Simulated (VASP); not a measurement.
# Sn (I4_1/amd) in VASP: a series of runs

Runs on Sn. Level: PBE. Tasks: single point.

Everything below comes from runs of VASP 6.6.1. Logs are shortened: lines on timing, memory, paths and dates and some standing lists are left out, and cuts for length are marked.

## (1) The cell of the first run

The structure is tetragonal, space group I4_1/amd (No. 141). Conventional cell: a = 5.793 Å, b = 5.793 Å, c = 3.160 Å, α = 90.00°, β = 90.00°, γ = 90.00°. Within 4.0 Å of Sn (site symmetry -4m2) lie 10 Sn at 3.00 to 3.74 Å.

## (2) Single point, PBE (26.51 Å³/atom)

The input, INCAR:

```
PREC = Accurate
ENCUT = 520
EDIFF = 1E-6
ISMEAR = -1
SIGMA = 0.05
LREAL = F
LASPH = T
NELM = 60
ALGO = Normal
ISIF = 2
LWAVE = F
LCHARG = F
GGA = PE
NBANDS = 21
```

The input, KPOINTS:

```
Automatic mesh
0
Gamma
  15 15 15
```

The input, POSCAR:

```
Sn
1.0
   -2.8962799473      2.8962799473      1.5799741750
    2.8962799473     -2.8962799473      1.5799741750
    2.8962799473      2.8962799473     -1.5799741750
Sn
2
Direct
    0.0000000000      0.0000000000      0.0000000000
    0.7500000000      0.2500000000      0.5000000000
```

Potentials or basis: VASP PAW PBE potentials, release 64 (Sn_d).

Command:

```
$ cat potpaw_PBE.64/Sn_d/POTCAR > POTCAR
$ mpirun -np 1 vasp_std > vasp.out
```

OUTCAR:

```text
PREC = Accurate
   ENCUT = 520
   EDIFF = 1E-6
   ISMEAR = -1
   LREAL = F
   LASPH = T
   NELM = 60
   ISIF = 2
   GGA = PE

 ion  position               nearest neighbor table
   1  0.000  0.000  0.000-   2 3.00   2 3.00   2 3.00   2 3.00   2 3.74   2 3.74   2 3.74   2 3.74

   2  0.750  0.250  0.500-   1 3.00   1 3.00   1 3.00   1 3.00   1 3.74   1 3.74   1 3.74   1 3.74

  LATTYP: Found a body centered tetragonal cell.
 ALAT       =     5.7925598946
 C/A-ratio  =     0.5455184595

  Lattice vectors:

 A1 = (  -2.8962799473,   2.8962799473,   1.5799741750)
 A2 = (   2.8962799473,  -2.8962799473,   1.5799741750)
 A3 = (   2.8962799473,   2.8962799473,  -1.5799741750)

Analysis of symmetry for initial positions (statically):
=====================================================================
 Subroutine PRICEL returns:
 Original cell was already a primitive cell.

 Routine SETGRP: Setting up the symmetry group for a
 body centered tetragonal supercell.

 Subroutine GETGRP returns: Found 16 space group operations
 (whereof  8 operations were pure point group operations)
 out of a pool of 16 trial point group operations.

The static configuration has the point symmetry D_2d.
 The point group associated with its full space group is D_4h.

Analysis of symmetry for dynamics (positions and initial velocities):
=====================================================================
 Subroutine PRICEL returns:
 Original cell was already a primitive cell.

 Routine SETGRP: Setting up the symmetry group for a
 body centered tetragonal supercell.

 Subroutine GETGRP returns: Found 16 space group operations
 (whereof  8 operations were pure point group operations)
 out of a pool of 16 trial point group operations.

The dynamic configuration has the point symmetry D_2d.
 The point group associated with its full space group is D_4h.

 Subroutine INISYM returns: Found 16 space group operations
 (whereof  8 operations are pure point group operations),
 and found     1 'primitive' translations

----------------------------------------------------------------------------------------

                                     Primitive cell

  volume of cell :      53.0141

  direct lattice vectors                    reciprocal lattice vectors
    -2.896279947  2.896279947  1.579974175     0.000000000  0.172635246  0.316460869
     2.896279947 -2.896279947  1.579974175     0.172635246  0.000000000  0.316460869
     2.896279947  2.896279947 -1.579974175     0.172635246  0.172635246  0.000000000

  length of vectors
     4.390124538  4.390124538  4.390124538     0.360486351  0.360486351  0.244143106

  position of ions in fractional coordinates (direct lattice)
     0.000000000  0.000000000  0.000000000
     0.750000000  0.250000000  0.500000000

  ion indices of the primitive-cell ions
   primitive index   ion index
                 1           1
                 2           2

----------------------------------------------------------------------------------------

 KPOINTS: Automatic mesh

Automatic generation of k-mesh.
 Grid dimensions read from file:
 generate k-points for:   15   15   15

 Generating k-lattice:

  Cartesian coordinates                     Fractional coordinates (reciprocal lattice)
     0.000000000  0.011509016  0.021097391     0.066666667  0.000000000  0.000000000
     0.011509016  0.000000000  0.021097391     0.000000000  0.066666667  0.000000000
     0.011509016  0.011509016  0.000000000     0.000000000  0.000000000  0.066666667

  Length of vectors
     0.024032423  0.024032423  0.016276207

  Shift w.r.t. Gamma in fractional coordinates (k-lattice)
     0.000000000  0.000000000  0.000000000

 Subroutine IBZKPT returns following result:
 ===========================================

 Found    288 irreducible k-points:

 Following reciprocal coordinates:
            Coordinates               Weight
  0.000000  0.000000  0.000000      1.000000
  0.066667 -0.000000  0.000000      8.000000
  0.133333  0.000000  0.000000      8.000000
  0.200000 -0.000000  0.000000      8.000000
  0.266667  0.000000  0.000000      8.000000
  0.333333 -0.000000  0.000000      8.000000
[... 16 lines left out ...]
  0.133333  0.133333  0.000000      8.000000
  0.200000  0.133333  0.000000     16.000000
 [... further k-points ...]
   k-points           NKPTS =    288   k-points in BZ     NKDIM =    288   number of bands    NBANDS=     21
   number of dos      NEDOS =    301   number of ions     NIONS =      2
   total plane-waves  NPLWV =  46656
   dimension x,y,z NGX =    36 NGY =   36 NGZ =   36
   dimension x,y,z NGXF=    72 NGYF=   72 NGZF=   72
   ions per type =               2
   NGX,Y,Z   is equivalent  to a cutoff of  13.63, 13.63, 13.63 a.u.
   NGXF,Y,Z  is equivalent  to a cutoff of  27.27, 27.27, 27.27 a.u.
 SYSTEM =  unknown system
   PREC   = accura    normal or accurate (medium, high low for compatibility)
   ISTART =      0    job   : 0-new  1-cont  2-samecut
   ICHARG =      2    charge: 1-file 2-atom 10-const
   ISPIN  =      1    spin polarized calculation?
   LNONCOLLINEAR =      F non collinear calculations
   LSORBIT =      F    spin-orbit coupling
   LASPH  =      T    aspherical Exc in radial PAW
   ENCUT  =  520.0 eV  38.22 Ry    6.18 a.u.   8.16  8.16  8.16*2*pi/ulx,y,z
   NELM   =     60;   NELMIN=  2; NELMDL= -5     # of ELM steps
   EDIFF  = 0.1E-05   stopping-criterion for ELM
   LREAL  =      F    real-space projection
   EDIFFG = 0.1E-04   stopping-criterion for IOM
   NSW    =      0    number of steps for IOM
   IBRION =     -1    ionic relax: 0-MD 1-quasi-New 2-CG
   NFREE  =      0    steps in history (QN), initial steepest desc. (CG)
   ISIF   =      2    stress and relaxation
   ISYM   =      2    0-nonsym 1-usesym 2-fastsym
   POTIM  = 0.5000    time-step for ionic-motion
   TEBEG  =    0.0;   TEEND  =   0.0 temperature during run
   PSTRESS=    0.0 pullay stress
   NELECT =      28.0000    total number of electrons
   NUPDOWN=      -1.0000    fix difference up-down
   EMIN   =  10.00;   EMAX   =-10.00  energy-range for DOS
   EFERMI =   0.00;   METHOD = LEGACY
   ISMEAR =    -1;   SIGMA  =   0.05  broadening in eV -4-tet -1-fermi 0-gaus
   EFERMI_NEDOS =   21; number of points for ismear=-14 and -15
   IALGO  =     38    algorithm
   IMIX   =      4    mixing-type and parameters
     AMIX     =   0.40;   BMIX     =  1.00
     AMIX_MAG =   1.60;   BMIX_MAG =  1.00
  volume/ion in A,a.u.               =      26.51       178.88
  Fermi-wavevector in a.u.,A,eV,Ry     =   1.323317  2.500706 23.826078  1.751167
  Thomas-Fermi vector in A             =   2.452934
   LORBIT       =      0    0 simple, 1 ext, 2 COOP (PROOUT), +10 PAW based schemes
   GGA     = PE    functional components
   LHFCALC =     F    Hartree Fock is set to
   AEXX    =    0.0000 exact exchange contribution
   IVDW    =     0    specifies the selected vdW correction
   LEPSILON=     F    determine dielectric tensor
   LRPA    =     F    only Hartree local field effects (RPA)
 non-spin polarized calculation
  energy-cutoff  :      520.00
  volume of cell :       53.01
 maximum number of plane-waves:      1442
 NGX is ok and might be reduce to    36
   NGX = 17   NGY = 17   NGZ = 17

 number of electron      28.0000012 magnetization

 Free energy of the ion-electron system (eV)
  ---------------------------------------------------
  ext. energy  EPLUGINS =         0.00000000
  ---------------------------------------------------
  free energy    TOTEN  =        -7.56984963 eV

  energy without entropy =       -7.56260115  energy(sigma->0) =       -7.56622539

 E-fermi :   8.2748     XC(G=0): -10.4165

 val. band max:        8.2626692881   @ k =  -0.0667  -0.2667   0.0667
 cond. band min:       8.2763566400   @ k =  -0.1333  -0.2000   0.1333
 fundamental gap:      0.0136873520
 Fermi energy:         8.2747799835

 k-point     1 :       0.0000    0.0000    0.0000
  band No.  band energies     occupation
      1     -13.4248      2.00000
      2     -13.3335      2.00000
      3     -13.2911      2.00000
      4     -13.2761      2.00000
      5     -13.1165      2.00000
      6     -13.1165      2.00000
[... 13 lines left out ...]
     20      18.2541      0.00000
     21      18.9189      0.00000

 k-point     2 :       0.0667   -0.0000    0.0000
  band No.  band energies     occupation
      1     -13.4219      2.00000
      2     -13.3240      2.00000
      3     -13.2876      2.00000
      4     -13.2649      2.00000
      5     -13.1238      2.00000
      6     -13.1229      2.00000
[... 13 lines left out ...]
     20      17.9890      0.00000
     21      18.1117      0.00000

 k-point     3 :       0.1333    0.0000    0.0000
  band No.  band energies     occupation
      1     -13.4129      2.00000
      2     -13.2980      2.00000
      3     -13.2775      2.00000
      4     -13.2358      2.00000
      5     -13.1404      2.00000
      6     -13.1325      2.00000
[... 13 lines left out ...]
     20      16.8905      0.00000
     21      17.0258      0.00000

 k-point     4 :       0.2000   -0.0000    0.0000
  band No.  band energies     occupation
      1     -13.3989      2.00000
      2     -13.2644      2.00000
      3     -13.2629      2.00000
      4     -13.2063      2.00000
      5     -13.1613      2.00000
      6     -13.1308      2.00000
[... 13 lines left out ...]
     20      16.0109      0.00000
     21      16.7753      0.00000

 k-point     5 :       0.2667    0.0000    0.0000
  band No.  band energies     occupation
      1     -13.3825      2.00000
      2     -13.2475      2.00000
      3     -13.2384      2.00000
      4     -13.2014      2.00000
      5     -13.1809      2.00000
      6     -13.1357      2.00000
[... 13 lines left out ...]
     20      15.3627      0.00000
     21      17.1826      0.00000

 k-point     6 :       0.3333   -0.0000    0.0000
  band No.  band energies     occupation
      1     -13.3670      2.00000
      2     -13.2399      2.00000
      3     -13.2292      2.00000
      4     -13.2169      2.00000
      5     -13.1897      2.00000
      6     -13.1499      2.00000
[... 13 lines left out ...]
     20      14.9635      0.00000
     21      17.9034      0.00000

 k-point     7 :       0.4000    0.0000    0.0000
  band No.  band energies     occupation
      1     -13.3543      2.00000
      2     -13.2483      2.00000
      3     -13.2448      2.00000
      4     -13.2150      2.00000
      5     -13.1831      2.00000
      6     -13.1614      2.00000
[... 13 lines left out ...]
     20      16.1516      0.00000
     21      18.7397      0.00000
[... 291 lines left out ...]
      1     -13.4024      2.00000
      2     -13.3010      2.00000
      3     -13.2686      2.00000
      4     -13.2457      2.00000
      5     -13.1396      2.00000
      6     -13.1246      2.00000
[... 13 lines left out ...]
     20      16.9961      0.00000
     21      17.2944      0.00000

 k-point    21 :      -0.1333    0.0667    0.0000
  band No.  band energies     occupation
      1     -13.4142      2.00000
      2     -13.3256      2.00000
      3     -13.2811      2.00000
      4     -13.2703      2.00000
      5     -13.1254      2.00000
      6     -13.1181      2.00000
[... 13 lines left out ...]
     20      18.0590      0.00000
     21      18.2804      0.00000

 k-point    22 :      -0.0667    0.0667    0.0000
  band No.  band energies     occupation
      1     -13.4209      2.00000
      2     -13.3343      2.00000
      3     -13.2877      2.00000
      4     -13.2787      2.00000
      5     -13.1183      2.00000
      6     -13.1142      2.00000
[... 13 lines left out ...]
     20      18.5175      0.00000
     21      18.8466      0.00000

 k-point    23 :       0.1333    0.1333    0.0000
  band No.  band energies     occupation
      1     -13.3929      2.00000
      2     -13.2547      2.00000
      3     -13.2348      2.00000
      4     -13.1840      2.00000
      5     -13.1659      2.00000
      6     -13.1525      2.00000
[... 13 lines left out ...]
     20      15.7417      0.00000
     21      16.0614      0.00000

 k-point    24 :       0.2000    0.1333    0.0000
  band No.  band energies     occupation
      1     -13.3799      2.00000
      2     -13.2415      2.00000
      3     -13.2353      2.00000
      4     -13.1865      2.00000
      5     -13.1802      2.00000
      6     -13.1614      2.00000
[... 13 lines left out ...]
     20      15.4808      0.00000
     21      16.4298      0.00000

 [... further k-points ...]

------------------------ aborting loop because EDIFF is reached ----------------------------------------

  FORCE on cell =-STRESS in cart. coord.  units (eV):
  Direction    XX          YY          ZZ          XY          YZ          ZX
  --------------------------------------------------------------------------------------
  -------------------------------------------------------------------------------------
  Total        1.3941718      1.3941718      1.0460210      0.0000000      0.0000000      0.0000000
  in kB       42.1343030     42.1343030     31.6125779      0.0000000      0.0000000      0.0000000
  external PRESSURE =      38.6270613 kB  Pullay stress =       0.0000000 kB

 VOLUME and BASIS-vectors are now :
 -----------------------------------------------------------------------------
  energy-cutoff  :      520.00
  volume of cell :       53.01
      direct lattice vectors                 reciprocal lattice vectors
    -2.896279947  2.896279947  1.579974175     0.000000000  0.172635246  0.316460869
     2.896279947 -2.896279947  1.579974175     0.172635246  0.000000000  0.316460869
     2.896279947  2.896279947 -1.579974175     0.172635246  0.172635246  0.000000000

 POSITION                                       TOTAL-FORCE (eV/Angst)
 -----------------------------------------------------------------------------------
      0.00000      0.00000      0.00000         0.000000      0.000000     -0.000000
      0.00000      2.89628      0.78999        -0.000000     -0.000000      0.000000
 -----------------------------------------------------------------------------------
    total drift:                               -0.000000      0.000000     -0.000000

  FREE ENERGIE OF THE ION-ELECTRON SYSTEM (eV)
  ---------------------------------------------------
  free  energy   TOTEN  =        -7.5698496309 eV

  energy  without entropy=       -7.5626011466  energy(sigma->0) =       -7.56622539
```

Wall time 5.8 min (1 thread of AMD EPYC 7R13 (Zen 3), shared host); peak memory 0.35 GiB.

Results:

```yaml
Free_energy: -7.5698 eV
Pressure: 3.9 GPa
Band_gap_on_the_k_mesh: zero (bands 14 and 15 overlap by 4.42 eV)
```

Stress tensor (GPa, compression positive):
```
4.21 0.00 0.00
0.00 4.21 0.00
0.00 0.00 3.16
```

Levels at points of the mesh, in eV from the Fermi level:
```
           k point  band 10  band 11  band 12  band 13  band 14  band 15  band 16  band 17  band 18  band 19
(0.00, 0.00, 0.00)   -21.17   -11.32    -3.55    -2.04    -2.04     2.94     6.36     6.36     6.98     7.08
```

Caveat: the cell stands under pressure; spin-orbit coupling is left out, which moves the levels of the heavy elements.

## (3) Single point, PBE (27.32 Å³/atom)

This run uses another cell than the first one, of 27.32 Å³/atom.

The input, INCAR:

```
SYSTEM = Sn
PREC = Accurate
ENCUT = 520
EDIFF = 1E-7
ISMEAR = -1
SIGMA = 0.05
LREAL = .False.
LASPH = .True.
NELM = 100
ALGO = Normal
ISIF = 2
LWAVE = .False.
LCHARG = .True.
GGA = PE
LELF = .True.
LVHAR = .True.
NBANDS = 21
```

The input, KPOINTS:

```
Automatic mesh
0
Gamma
  15 15 15
  0 0 0
```

The input, POSCAR:

```
Sn
1.0
   -2.9255372805      2.9255372805      1.5959345903
    2.9255372805     -2.9255372805      1.5959345903
    2.9255372805      2.9255372805     -1.5959345903
Sn
2
Direct
    0.0000000000      0.0000000000      0.0000000000
    0.7500000000      0.2500000000      0.5000000000
```

Potentials or basis: VASP PAW PBE potentials, release 64 (Sn_d).

Command:

```
$ cat potpaw_PBE.64/Sn_d/POTCAR > POTCAR
$ mpirun -np 1 vasp_std > vasp.out
```

It took 6.9 min on 1 thread of AMD EPYC 7R13 (Zen 3), shared host; peak memory 0.36 GiB.

The run converged. Its results:

```
Free energy            : -7.6000 eV
Pressure               : 2.0 GPa
Band gap on the k mesh : zero (bands 14 and 15 overlap by 4.27 eV)
```

Stress tensor (GPa, compression positive):
```
2.34 0.00 0.00
0.00 2.34 0.00
0.00 0.00 1.35
```

Levels at points of the mesh, in eV from the Fermi level:
| k point | band 12 | band 13 | band 14 | band 15 | band 16 | band 17 |
| --- | --- | --- | --- | --- | --- | --- |
| (0.00, 0.00, 0.00) | -3.64 | -1.95 | -1.95 | 2.99 | 6.21 | 6.21 |

Caveat: spin-orbit coupling is left out, which moves the levels of the heavy elements.

## (4) Single point, PBE (27.59 Å³/atom)

This run uses another cell than the first one, of 27.59 Å³/atom.

The input, INCAR:

```
PREC = Accurate ; ENCUT = 520
EDIFF = 1E-7 ; ISMEAR = -1
SIGMA = 0.05 ; LREAL = False
LASPH = True ; NELM = 100
ALGO = Normal ; ISIF = 2
LWAVE = False ; LCHARG = True
GGA = PE ; LELF = True
LVHAR = True ; NBANDS = 21
```

The input, KPOINTS:

```
Automatic mesh
0
Gamma
  15 15 15
```

The input, POSCAR:

```
Sn
1.0
   -2.9351608277      2.9351608277      1.6011844130
    2.9351608277     -2.9351608277      1.6011844130
    2.9351608277      2.9351608277     -1.6011844130
Sn
2
Direct
    0.0000000000      0.0000000000      0.0000000000
    0.7500000000      0.2500000000      0.5000000000
```

Command:

```
$ cat potpaw_PBE.64/Sn_d/POTCAR > POTCAR
$ mpirun -np 1 vasp_std > vasp.out
```

It took 7.3 min on 1 thread of AMD EPYC 7R13 (Zen 3), shared host; peak memory 0.37 GiB.

Results (log left out):

| Quantity | Value |
| --- | --- |
| Free energy | -7.6061 eV |
| Pressure | 1.5 GPa |
| Band gap on the k mesh | zero (bands 14 and 15 overlap by 4.21 eV) |

Stress tensor (GPa, compression positive):
```
1.78 0.00 0.00
0.00 1.78 0.00
0.00 0.00 0.82
```

Levels at points of the mesh, in eV from the Fermi level:
```
           k point  band 10  band 11  band 12  band 13  band 14  band 15  band 16  band 17  band 18  band 19
(0.00, 0.00, 0.00)   -21.16   -11.01    -3.67    -1.93    -1.93     3.01     6.16     6.16     6.72     6.82
```

Caveat: spin-orbit coupling is left out, which moves the levels of the heavy elements.

## (5) The runs side by side

| cell | gap on the mesh (eV) | pressure (GPa) |
| --- | --- | --- |
| a = 4.390 Å, angles 97.4, 97.4, 137.8°, 2 atoms | none | 3.9 |
| a = 4.434 Å, angles 97.4, 97.4, 137.8°, 2 atoms | none | 2.0 |
| a = 4.449 Å, angles 97.4, 97.4, 137.8°, 2 atoms | none | 1.5 |

Alike in all rows: task single point; level PBE; potentials or basis VASP PAW PBE potentials, release 64 (Sn_d); no spin polarisation; k mesh 15 × 15 × 15; cutoff (eV) 520; smearing fermi-dirac 0.05 eV.

Caveats: spin-orbit coupling is left out, which moves the levels of the heavy elements; the cell stands under pressure (at least some runs).

Total energies depend on the potentials used, so only differences within one code and one set of settings carry meaning.
